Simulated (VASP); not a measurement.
A run of VASP 6.6.1:

INCAR

```
PREC = Accurate
ENCUT = 520
EDIFF = 1E-6
ISMEAR = 0
SIGMA = 0.1
LREAL = F
LASPH = T
NELM = 100
ALGO = Normal
ISIF = 2
LWAVE = F
LCHARG = F
GGA = PE
NBANDS = 16
```

KPOINTS

```
Automatic mesh
0
Gamma
  14 14 14
```

The input POSCAR:

```
NaAl3
1.0
   -2.1556490101      2.1556490101      4.1606685400
    2.1556490101     -2.1556490101      4.1606685400
    2.1556490101      2.1556490101     -4.1606685400
Na Al
1 3
Direct
    0.0000000000      0.0000000000      0.0000000000
    0.7500000000      0.2500000000      0.5000000000
    0.2500000000      0.7500000000      0.5000000000
    0.5000000000      0.5000000000      0.0000000000
```

Potentials or basis: VASP PAW PBE potentials, release 64 (Na_pv, Al).

The run is started by

```console
$ cat potpaw_PBE.64/Na_pv/POTCAR potpaw_PBE.64/Al/POTCAR > POTCAR
$ mpirun -np 1 vasp_std > vasp.out
```

Hardware: 1 thread of AMD EPYC 9R45 96-Core Processor (Zen 5), on a shared host.

Q: How long does it take, and how much memory?

A: Wall time 2.7 min on 1 thread of AMD EPYC 9R45 96-Core Processor (Zen 5) (shared host), peak memory 0.38 GiB. Counts: scf iterations 10, k points 244.
